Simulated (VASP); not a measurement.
Here is a VASP 6.6.1 calculation.

The input POSCAR:

```
BN
1.0
    2.5539396017      0.0000000000      0.0000000000
   -1.2769698009      2.2117765748      0.0000000000
    0.0000000000      0.0000000000      4.2268550000
B N
2 2
Direct
    0.6666666667      0.3333333333      0.9997240000
    0.3333333333      0.6666666667      0.4997240000
    0.6666666667      0.3333333333      0.6873789110
    0.3333333333      0.6666666667      0.1873789110
```

The input INCAR.step1:

```
  ALGO = Normal
  EDIFF = 1E-4
  ENCUT = 520
  GGA = PE
  ISMEAR = 0
  LASPH = T
  LCHARG = F
  LREAL = F
  LWAVE = T
  NBANDS = 16
  NELM = 100
  PREC = Accurate
  SIGMA = 0.05
```

The input INCAR.step2:

```
  ALGO = Normal
  EDIFF = 1E-7
  ENCUT = 520
  ISIF = 2
  ISMEAR = 0
  ISTART = 1
  LASPH = T
  LCHARG = T
  LELF = T
  LMIXTAU = T
  LREAL = F
  LVHAR = T
  LWAVE = F
  METAGGA = R2SCAN
  NBANDS = 16
  NELM = 100
  PREC = Accurate
  SIGMA = 0.05
```

The input KPOINTS:

```
k-points
0
Gamma
  12 12 6
```

Potentials or basis: VASP PAW PBE potentials, release 64 (B, N).

Run with:

```bash
$ cat potpaw_PBE.64/B/POTCAR potpaw_PBE.64/N/POTCAR > POTCAR
$ cp INCAR.step1 INCAR
$ mpirun -np 1 vasp_std > vasp.out
$ cp INCAR.step2 INCAR
$ mpirun -np 1 vasp_std > vasp.out
```

Question: Estimate the pressure.

Answer: 21.9 GPa.

Question: Predict the largest force.

Answer: 9.710 eV/Å.

Question: What does it give for the band gap on the k mesh?

Answer: 1.81 eV, indirect (least direct gap 6.04 eV).

Forces on the atoms (eV/Å):
```
B    0.000  0.000  9.710
B    0.000  0.000  9.710
N    0.000  0.000 -9.710
N    0.000  0.000 -9.710
```

Caveat: the cell differs from its parent crystal (all N atoms moved +0.263 Å, as atom 3 along Cartesian [0 0 1]); the PAW data sets were made with another functional, which shifts forces and pressure a little. A k mesh can miss the band edges.
